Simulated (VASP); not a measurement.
A run of VASP 6.6.1 is set up as follows.

Contents of POSCAR:

```
CeO2
1.0
    0.0000000000      2.7455686928      2.7455686928
    2.7455686928      0.0000000000      2.7455686928
    2.7455686928      2.7455686928      0.0000000000
Ce O
1 2
Direct
    0.0000000000      0.0000000000      0.0000000000
    0.2500000000      0.2500000000      0.2500000000
    0.7500000000      0.7500000000      0.7500000000
```

INCAR.step1

```
PREC = Accurate ; ENCUT = 520
ISMEAR = 0 ; SIGMA = 0.01
LREAL = F ; LASPH = T
NELM = 60 ; NBANDS = 19
GGA = PE ; ALGO = Normal
EDIFF = 1E-4 ; LWAVE = T
LCHARG = F
```

Contents of INCAR.step2:

```
PREC = Accurate ; ENCUT = 520
EDIFF = 1E-6 ; ISMEAR = 0
SIGMA = 0.01 ; LREAL = F
LASPH = T ; NELM = 60
ALGO = Normal ; ISIF = 2
LWAVE = F ; LCHARG = T
METAGGA = R2SCAN ; LMIXTAU = T
LELF = T ; LVHAR = T
NBANDS = 19 ; ISTART = 1
```

The input KPOINTS:

```
regular mesh
0
Gamma
  6 6 6
```

Potentials or basis: VASP PAW PBE potentials, release 64 (Ce, O).

Run with:

```console
$ cat potpaw_PBE.64/Ce/POTCAR potpaw_PBE.64/O/POTCAR > POTCAR
$ cp INCAR.step1 INCAR
$ mpirun -np 1 vasp_std > vasp.out
$ cp INCAR.step2 INCAR
$ mpirun -np 1 vasp_std > vasp.out
```

Question: Predict the pressure.

Answer: -5.5 GPa.

Question: Estimate the band gap on the k mesh.

Answer: 2.17 eV (least direct gap 2.25 eV).

Caveat: the cell stands under tension; the PAW data sets were made with another functional, which shifts forces and pressure a little; spin-orbit coupling is left out, which moves the levels of the heavy elements. A k mesh can miss the band edges.
